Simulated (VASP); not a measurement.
Crystal: In3O2.

```
In O
1.0
     4.37633    0.00000    0.00000
    -2.18817    3.79001    0.00000
     0.00000    0.00000    5.37398
In O
3 2
Cartesian
  0.0000 0.0000 4.0058
  0.0000 0.0000 1.3682
  2.1882 1.2633 0.0000
  2.1882 1.2633 2.6870
  0.0000 2.5267 0.0000
```

The cell was built from a structure type or drawn by symmetry, and may not be a known phase.

* Program: VASP 6.6.1
* Task: relaxation of cell and atoms
* Functional: PBE
* Potentials or basis: VASP PAW PBE potentials, release 64 (In_d, O)
* Cutoff: 600 eV
* k mesh: 6 × 6 × 4
* Occupations: gaussian, width 0.1 eV
* Spin: no spin polarisation

At the start: pressure 6.7 GPa; volume 17.83 Å³/atom.

Question: Where does the relaxation end?

Answer: Over 19 steps the energy falls by 431.1 meV/atom and the volume is 18.69 Å³/atom (+4.8 %); space group P-6m2 (No. 187, to 0.1 Å) before and after.

Step by step:
| step | energy change (eV) | largest force (eV/Å) | pressure (GPa) | volume (Å³) |
| --- | --- | --- | --- | --- |
| 1 | 0.0000 | 1.7804 | 6.70 | 89.13 |
| 2 | -0.3298 | 0.2232 | -1.38 | 99.08 |
| 3 | -0.3306 | 0.1597 | -1.12 | 98.61 |
| 4 | -0.5095 | 0.3215 | -1.57 | 99.05 |
| 5 | -1.0250 | 1.1995 | -1.97 | 99.20 |
| 6 | -1.6456 | 2.0151 | -2.00 | 94.94 |
| 7 | -1.6155 | 1.7215 | -2.18 | 96.89 |
| 8 | -1.6528 | 1.8318 | -2.20 | 96.19 |
| 9 | -1.7807 | 1.7499 | -2.16 | 95.20 |
| 10 | -1.8573 | 1.5662 | -1.95 | 94.04 |
| 11 | -2.0038 | 1.1780 | -0.31 | 92.52 |
| 12 | -2.1046 | 0.1961 | 3.66 | 89.51 |
| 13 | -2.1077 | 0.3793 | 2.94 | 89.97 |
| 14 | -2.1468 | 0.1574 | 1.09 | 92.13 |
| 15 | -2.1533 | 0.0156 | 0.04 | 93.49 |
| 16 | -2.1533 | 0.0242 | 0.10 | 93.42 |
| 17 | -2.1546 | 0.0456 | -0.02 | 93.50 |
| 18 | -2.1552 | 0.0729 | -0.15 | 93.60 |
| 19 | -2.1556 | 0.0361 | 0.00 | 93.43 |

Final structure:
```cif
data_structure
_symmetry_space_group_name_H-M 'P 1'
_symmetry_Int_Tables_number 1
_cell_length_a 3.7085
_cell_length_b 3.7085
_cell_length_c 7.8441
_cell_angle_alpha 90.000
_cell_angle_beta 90.000
_cell_angle_gamma 120.000
_cell_volume 93.43
loop_
_atom_site_label
_atom_site_type_symbol
_atom_site_fract_x
_atom_site_fract_y
_atom_site_fract_z
_atom_site_occupancy
In1 In 0.00000 0.00000 0.68176 1
In2 In 0.00000 0.00000 0.31824 1
In3 In 0.66667 0.33333 0.00000 1
O1 O 0.66667 0.33333 0.50000 1
O2 O 0.33333 0.66667 0.00000 1
```

Caveat: a cell axis changed by over 15 % at a fixed basis, so the end point is rough; an odd number of electrons without spin polarisation forces a metal; a magnetic or distorted state may lie lower.
